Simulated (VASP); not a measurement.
# InSb (Pmmn) in VASP: notebook

Runs on InSb. Level: PBE. Tasks: relaxation of shape and atoms at fixed volume.

Everything below comes from runs of VASP 6.6.1. Logs are shortened: lines on timing, memory, paths and dates and some standing lists are left out, and cuts for length are marked.

## Step 1: The cell of the first run

The typed cell holds 4 atoms: a = 5.657 Å, b = 6.158 Å, c = 3.312 Å, α = 90.00°, β = 90.00°, γ = 90.00°.

## Step 2: Relaxation of shape and atoms at fixed volume, PBE (28.84 Å³/atom)

INCAR reads:

```
SYSTEM = InSb
PREC     = Accurate       ! precision mode
ENCUT    = 600            ! plane-wave cutoff, eV
EDIFF    = 1E-6           ! SCF threshold, eV
ISMEAR   = 0              ! smearing method
SIGMA    = 0.05           ! smearing width, eV
LREAL    = .False.        ! projectors in reciprocal space
LASPH    = .True.         ! aspherical terms in the spheres
NELM     = 80             ! most SCF steps
ALGO     = Fast           ! electronic algorithm
ISIF     = 4              ! what is computed and relaxed
LWAVE    = .False.        ! write WAVECAR
LCHARG   = .False.        ! write CHGCAR
GGA      = PE             ! functional
IBRION   = 2              ! ionic algorithm
NSW      = 60             ! ionic steps
EDIFFG   = -0.01          ! ionic threshold
```

KPOINTS reads:

```
regular mesh
0
Gamma
  6 6 10
  0 0 0
```

POSCAR reads:

```
InSb
1.0
    5.6569683940      0.0000000000      0.0000000000
    0.0000000000      6.1578552347      0.0000000000
    0.0000000000      0.0000000000      3.3118171567
In Sb
2 2
Direct
    0.0000000000      0.0000000000      0.2496958823
    0.5000000000      0.5000000000     -0.2496958823
    0.5000000000      0.0000000000      0.7499969454
    0.0000000000      0.5000000000      0.2500030546
```

Potentials or basis: VASP PAW PBE potentials, release 64 (In_d, Sb).

Launch:

```console
$ cat potpaw_PBE.64/In_d/POTCAR potpaw_PBE.64/Sb/POTCAR > POTCAR
$ mpirun -np 1 vasp_std > vasp.out
```

OUTCAR:

```text
SYSTEM = InSb
   PREC = Accurate
   ENCUT = 600
   EDIFF = 1E-6
   ISMEAR = 0
   LREAL = .False.
   LASPH = .True.
   NELM = 80
   ISIF = 4
   GGA = PE
   IBRION = 2
   NSW = 60
   EDIFFG = -0.01

 ion  position               nearest neighbor table
   1  0.000  0.000  0.250-   4 3.08   4 3.08   3 3.28   3 3.28   3 3.28   3 3.28
   2  0.500  0.500  0.750-   3 3.08   3 3.08   4 3.28   4 3.28   4 3.28   4 3.28
   3  0.500  0.000  0.750-   2 3.08   2 3.08   1 3.28   1 3.28   1 3.28   1 3.28
   4  0.000  0.500  0.250-   1 3.08   1 3.08   2 3.28   2 3.28   2 3.28   2 3.28

  LATTYP: Found a simple orthorhombic cell.
 ALAT       =     3.3118171567
 B/A-ratio  =     1.7081161569
 C/A-ratio  =     1.8593584559

  Lattice vectors:

 A1 = (   0.0000000000,   0.0000000000,   3.3118171567)
 A2 = (   5.6569683940,   0.0000000000,   0.0000000000)
 A3 = (   0.0000000000,   6.1578552347,   0.0000000000)

Analysis of symmetry for initial positions (statically):
=====================================================================
 Subroutine PRICEL returns:
 Original cell was already a primitive cell.

 Routine SETGRP: Setting up the symmetry group for a
 simple orthorhombic supercell.

 Subroutine GETGRP returns: Found  8 space group operations
 (whereof  4 operations were pure point group operations)
 out of a pool of  8 trial point group operations.

The static configuration has the point symmetry C_2v.
 The point group associated with its full space group is D_2h.

Analysis of symmetry for dynamics (positions and initial velocities):
=====================================================================
 Subroutine PRICEL returns:
 Original cell was already a primitive cell.

 Routine SETGRP: Setting up the symmetry group for a
 simple orthorhombic supercell.

 Subroutine GETGRP returns: Found  8 space group operations
 (whereof  4 operations were pure point group operations)
 out of a pool of  8 trial point group operations.

The dynamic configuration has the point symmetry C_2v.
 The point group associated with its full space group is D_2h.

 Subroutine INISYM returns: Found  8 space group operations
 (whereof  4 operations are pure point group operations),
 and found     1 'primitive' translations

----------------------------------------------------------------------------------------

                                     Primitive cell

  volume of cell :     115.3665

  direct lattice vectors                    reciprocal lattice vectors
     5.656968394  0.000000000  0.000000000     0.176773128  0.000000000  0.000000000
     0.000000000  6.157855235  0.000000000     0.000000000  0.162394204  0.000000000
     0.000000000  0.000000000  3.311817157     0.000000000  0.000000000  0.301949037

  length of vectors
     5.656968394  6.157855235  3.311817157     0.176773128  0.162394204  0.301949037

  position of ions in fractional coordinates (direct lattice)
     0.000000000  0.000000000  0.249695882
     0.500000000  0.500000000  0.750304118
     0.500000000  0.000000000  0.749996945
     0.000000000  0.500000000  0.250003055

  ion indices of the primitive-cell ions
   primitive index   ion index
                 1           1
                 2           2
                 3           3
                 4           4

----------------------------------------------------------------------------------------

 KPOINTS: regular mesh

Automatic generation of k-mesh.
 Grid dimensions read from file:
 generate k-points for:    6    6   10

 Generating k-lattice:
[... 66 lines left out ...]
   IBRION =      2    ionic relax: 0-MD 1-quasi-New 2-CG
   NFREE  =      1    steps in history (QN), initial steepest desc. (CG)
   ISIF   =      4    stress and relaxation
   ISYM   =      2    0-nonsym 1-usesym 2-fastsym
   POTIM  = 0.5000    time-step for ionic-motion
   TEBEG  =    0.0;   TEEND  =   0.0 temperature during run
   PSTRESS=    0.0 pullay stress
   NELECT =      36.0000    total number of electrons
   NUPDOWN=      -1.0000    fix difference up-down
   EMIN   =  10.00;   EMAX   =-10.00  energy-range for DOS
   EFERMI =   0.00;   METHOD = LEGACY
   ISMEAR =     0;   SIGMA  =   0.05  broadening in eV -4-tet -1-fermi 0-gaus
   EFERMI_NEDOS =   21; number of points for ismear=-14 and -15
   IALGO  =     68    algorithm
   IMIX   =      4    mixing-type and parameters
     AMIX     =   0.40;   BMIX     =  1.00
     AMIX_MAG =   1.60;   BMIX_MAG =  1.00
  volume/ion in A,a.u.               =      28.84       194.63
  Fermi-wavevector in a.u.,A,eV,Ry     =   1.110408  2.098366 16.776056  1.233005
  Thomas-Fermi vector in A             =   2.246959
   LORBIT       =      0    0 simple, 1 ext, 2 COOP (PROOUT), +10 PAW based schemes
   GGA     = PE    functional components
   LHFCALC =     F    Hartree Fock is set to
   AEXX    =    0.0000 exact exchange contribution
   IVDW    =     0    specifies the selected vdW correction
   LEPSILON=     F    determine dielectric tensor
   LRPA    =     F    only Hartree local field effects (RPA)
 conjugate gradient relaxation of ions
 non-spin polarized calculation
 RMM-DIIS sequential band-by-band and
 Gauss-broadening in eV      SIGMA  =   0.05
  energy-cutoff  :      600.00
  volume of cell :      115.37
 maximum number of plane-waves:      3880
 NGX is ok and might be reduce to    48
   NGX = 23   NGY = 25   NGZ = 13

--------------------------------------- Ionic step        1  -------------------------------------------

 number of electron      36.0000016 magnetization

 Free energy of the ion-electron system (eV)
  ---------------------------------------------------
  ext. energy  EPLUGINS =         0.00000000
  ---------------------------------------------------
  free energy    TOTEN  =       -13.38832566 eV

  energy without entropy =      -13.38606938  energy(sigma->0) =      -13.38719752

------------------------ aborting loop because EDIFF is reached ----------------------------------------

  FORCE on cell =-STRESS in cart. coord.  units (eV):
  Direction    XX          YY          ZZ          XY          YZ          ZX
  --------------------------------------------------------------------------------------
  -------------------------------------------------------------------------------------
  Total       -0.6291092     -0.7082199     -0.6357275      0.0000000      0.0000000      0.0000000
  in kB       -8.7368937     -9.8355611     -8.8288072      0.0000000      0.0000000      0.0000000
  external PRESSURE =      -9.1337540 kB  Pullay stress =       0.0000000 kB

 VOLUME and BASIS-vectors are now :
 -----------------------------------------------------------------------------
  energy-cutoff  :      600.00
  volume of cell :      115.37
      direct lattice vectors                 reciprocal lattice vectors
     5.656968394  0.000000000  0.000000000     0.176773128  0.000000000  0.000000000
     0.000000000  6.157855235  0.000000000     0.000000000  0.162394204  0.000000000
     0.000000000  0.000000000  3.311817157     0.000000000  0.000000000  0.301949037

 POSITION                                       TOTAL-FORCE (eV/Angst)
 -----------------------------------------------------------------------------------
      0.00000      0.00000      0.82695         0.000000      0.000000      0.000159
      2.82848      3.07893      2.48487         0.000000      0.000000     -0.000159
      2.82848      0.00000      2.48385         0.000000      0.000000     -0.000112
      0.00000      3.07893      0.82796         0.000000      0.000000      0.000112
 -----------------------------------------------------------------------------------
    total drift:                                0.000000      0.000000      0.000000

  FREE ENERGIE OF THE ION-ELECTRON SYSTEM (eV)
  ---------------------------------------------------
  free  energy   TOTEN  =       -13.3883256605 eV

  energy  without entropy=      -13.3860693822  energy(sigma->0) =      -13.38719752

--------------------------------------- Ionic step        2  -------------------------------------------

 number of electron      36.0000015 magnetization

 Free energy of the ion-electron system (eV)
  ---------------------------------------------------
  ext. energy  EPLUGINS =         0.00000000
  ---------------------------------------------------
  free energy    TOTEN  =       -13.38836313 eV

  energy without entropy =      -13.38607728  energy(sigma->0) =      -13.38722021

 E-fermi :   6.8241     XC(G=0):  -9.7910

 val. band max:        6.8204341726   @ k =   0.5000   0.3333   0.2000
 cond. band min:       6.8294770322   @ k =   0.3333   0.0000   0.4000
 fundamental gap:      0.0090428596
 Fermi energy:         6.8241183450

 k-point     1 :       0.0000    0.0000    0.0000
  band No.  band energies     occupation
      1      -7.8029      2.00000
      2      -7.8028      2.00000
      3      -7.7210      2.00000
      4      -7.6123      2.00000
      5      -7.6109      2.00000
      6      -7.5615      2.00000
[... 589 lines left out ...]
     21      10.3755      0.00000
     22      10.3755      0.00000

 [... further k-points ...]

------------------------ aborting loop because EDIFF is reached ----------------------------------------

  FORCE on cell =-STRESS in cart. coord.  units (eV):
  Direction    XX          YY          ZZ          XY          YZ          ZX
  --------------------------------------------------------------------------------------
  -------------------------------------------------------------------------------------
  Total       -0.6460817     -0.6777478     -0.6250510      0.0000000      0.0000000      0.0000000
  in kB       -8.9726024     -9.4123726     -8.6805340      0.0000000      0.0000000      0.0000000
  external PRESSURE =      -9.0218363 kB  Pullay stress =       0.0000000 kB

 VOLUME and BASIS-vectors are now :
 -----------------------------------------------------------------------------
  energy-cutoff  :      600.00
  volume of cell :      115.37
      direct lattice vectors                 reciprocal lattice vectors
     5.658918595  0.000000000  0.000000000     0.176712208  0.000000000  0.000000000
     0.000000000  6.154102733  0.000000000     0.000000000  0.162493225  0.000000000
     0.000000000  0.000000000  3.312694529     0.000000000  0.000000000  0.301869065

 POSITION                                       TOTAL-FORCE (eV/Angst)
 -----------------------------------------------------------------------------------
      0.00000      0.00000      0.82717         0.000000      0.000000     -0.000138
      2.82946      3.07705      2.48552         0.000000      0.000000      0.000138
      2.82946      0.00000      2.48451         0.000000      0.000000     -0.000104
      0.00000      3.07705      0.82819         0.000000      0.000000      0.000104
 -----------------------------------------------------------------------------------
    total drift:                                0.000000     -0.000000      0.000000

  FREE ENERGIE OF THE ION-ELECTRON SYSTEM (eV)
  ---------------------------------------------------
  free  energy   TOTEN  =       -13.3883631349 eV

  energy  without entropy=      -13.3860772764  energy(sigma->0) =      -13.38722021

 reached required accuracy - stopping structural energy minimisation
```

Wall time 9 min (1 thread of Oxide Virtual Turin-like, shared host); peak memory 0.41 GiB.

What came out:

| Item | Value |
| --- | --- |
| Free energy | -13.3884 eV |
| Energy gained by relaxing | 0.0 meV/atom |
| Ionic steps | 2 |
| Pressure after relaxing | -0.9 GPa |
| Band gap on the k mesh | zero (bands 18 and 19 overlap by 3.23 eV) |

Final structure:
```yaml
crystal:
  lattice:
    - [5.65892, 0.00000, 0.00000]
    - [0.00000, 6.15410, 0.00000]
    - [0.00000, 0.00000, 3.31269]
  atoms:
    - { symbol: In, position: [0.00000, 0.00000, 0.24970] }
    - { symbol: In, position: [0.50000, 0.50000, 0.75030] }
    - { symbol: Sb, position: [0.50000, 0.00000, 0.75000] }
    - { symbol: Sb, position: [0.00000, 0.50000, 0.25000] }
```

Levels at points of the mesh, in eV from the Fermi level:
| k point | band 15 | band 16 | band 17 | band 18 | band 19 | band 20 | band 21 | band 22 |
| --- | --- | --- | --- | --- | --- | --- | --- | --- |
| (0.00, 0.00, 0.00) | -4.22 | -3.04 | -1.99 | -1.58 | 2.59 | 3.49 | 3.98 | 5.70 |
| (0.50, 0.00, 0.00) | -3.37 | -3.37 | 0.97 | 0.97 | 3.48 | 3.48 | 3.77 | 3.77 |
| (0.00, 0.50, 0.00) | -3.33 | -3.33 | -0.16 | -0.16 | 3.28 | 3.28 | 3.29 | 3.29 |
| (0.50, 0.50, 0.00) | -0.27 | -0.27 | 1.48 | 1.48 | 2.16 | 2.16 | 2.49 | 2.49 |
| (0.00, 0.00, 0.50) | -1.71 | -1.70 | -1.23 | -1.23 | -0.68 | -0.68 | 0.92 | 0.92 |
| (0.50, 0.00, 0.50) | -2.49 | -2.49 | -1.94 | -1.94 | -1.60 | -1.60 | 3.40 | 3.40 |
| (0.00, 0.50, 0.50) | -1.61 | -1.61 | -0.43 | -0.43 | -0.31 | -0.31 | 1.36 | 1.36 |
| (0.50, 0.50, 0.50) | -3.91 | -3.91 | -2.86 | -2.86 | 2.45 | 2.45 | 3.66 | 3.66 |

Caveat: spin-orbit coupling is left out, which moves the levels of the heavy elements.

## Step 3: Relaxation of shape and atoms at fixed volume, PBE (29.41 Å³/atom)

This run uses another cell than the first one, of 29.41 Å³/atom.

INCAR reads:

```
SYSTEM = InSb
  ALGO = Fast
  EDIFF = 1E-7
  EDIFFG = -0.01
  ENCUT = 600
  GGA = PE
  IBRION = 2
  ISIF = 4
  ISMEAR = 0
  LASPH = .True.
  LCHARG = .False.
  LREAL = .False.
  LWAVE = .False.
  NELM = 100
  NSW = 60
  PREC = Accurate
  SIGMA = 0.05
```

KPOINTS reads:

```
k-points
0
Gamma
  6 6 10
  0 0 0
```

POSCAR reads:

```
InSb
1.0
    5.6937029843      0.0000000000      0.0000000000
    0.0000000000      6.1978424281      0.0000000000
    0.0000000000      0.0000000000      3.3333230655
In Sb
2 2
Direct
    0.0000000000      0.0000000000      0.2496958823
    0.5000000000      0.5000000000     -0.2496958823
    0.5000000000      0.0000000000      0.7499969454
    0.0000000000      0.5000000000      0.2500030546
```

Potentials or basis: VASP PAW PBE potentials, release 64 (In_d, Sb).

Launch:

```console
$ cat potpaw_PBE.64/In_d/POTCAR potpaw_PBE.64/Sb/POTCAR > POTCAR
$ mpirun -np 1 vasp_std > vasp.out
```

Run time: 48 min. Hardware: 1 thread of Oxide Virtual Turin-like, shared host; peak memory 0.43 GiB.

It converged, with:

```
Free energy               : -13.3703 eV
Energy gained by relaxing : 0.1 meV/atom
Ionic steps               : 12
Pressure after relaxing   : -1.7 GPa
Band gap on the k mesh    : zero (bands 18 and 19 overlap by 3.27 eV)
```

The path:
```csv
step,energy change (eV),largest force (eV/Å),pressure (GPa),volume (Å³)
1,0.0000,0.0002,-1.70,117.63
2,-0.0002,0.0001,-1.70,117.63
3,-0.0003,0.0001,-1.69,117.63
4,-0.0002,0.0001,-1.67,117.63
5,-0.0004,0.0002,-1.68,117.63
6,-0.0004,0.0001,-1.68,117.63
7,-0.0004,0.0002,-1.68,117.63
8,-0.0005,0.0001,-1.68,117.63
9,-0.0005,0.0001,-1.67,117.63
10,-0.0005,0.0001,-1.67,117.63
11,-0.0005,0.0003,-1.67,117.63
12,-0.0005,0.0001,-1.68,117.63
```

Final structure:
```
In Sb
1.0
     5.69093    0.00000    0.00000
     0.00000    6.17173    0.00000
     0.00000    0.00000    3.34906
In Sb
2 2
Cartesian
  0.0000 0.0000 0.8363
  2.8455 3.0859 2.5127
  2.8455 0.0000 2.5118
  0.0000 3.0859 0.8373
```

Levels at points of the mesh, in eV from the Fermi level:
```
           k point  band 15  band 16  band 17  band 18  band 19  band 20  band 21  band 22
(0.00, 0.00, 0.00)    -4.09    -3.03    -1.88    -1.53     2.46     3.55     3.83     5.75
(0.50, 0.00, 0.00)    -3.28    -3.28     0.96     0.96     3.33     3.33     3.75     3.75
(0.00, 0.50, 0.00)    -3.21    -3.21    -0.09    -0.09     3.15     3.15     3.29     3.29
(0.50, 0.50, 0.00)    -0.22    -0.22     1.55     1.55     2.14     2.14     2.49     2.49
(0.00, 0.00, 0.50)    -1.69    -1.69    -1.23    -1.22    -0.67    -0.66     0.93     0.94
(0.50, 0.00, 0.50)    -2.52    -2.52    -1.84    -1.84    -1.59    -1.59     3.44     3.44
(0.00, 0.50, 0.50)    -1.58    -1.58    -0.38    -0.38    -0.30    -0.30     1.39     1.39
(0.50, 0.50, 0.50)    -3.79    -3.79    -2.77    -2.77     2.41     2.41     3.63     3.63
```

Caveat: spin-orbit coupling is left out, which moves the levels of the heavy elements.

The gap in the log of VASP goes by the Fermi energy; the results here count the filled bands.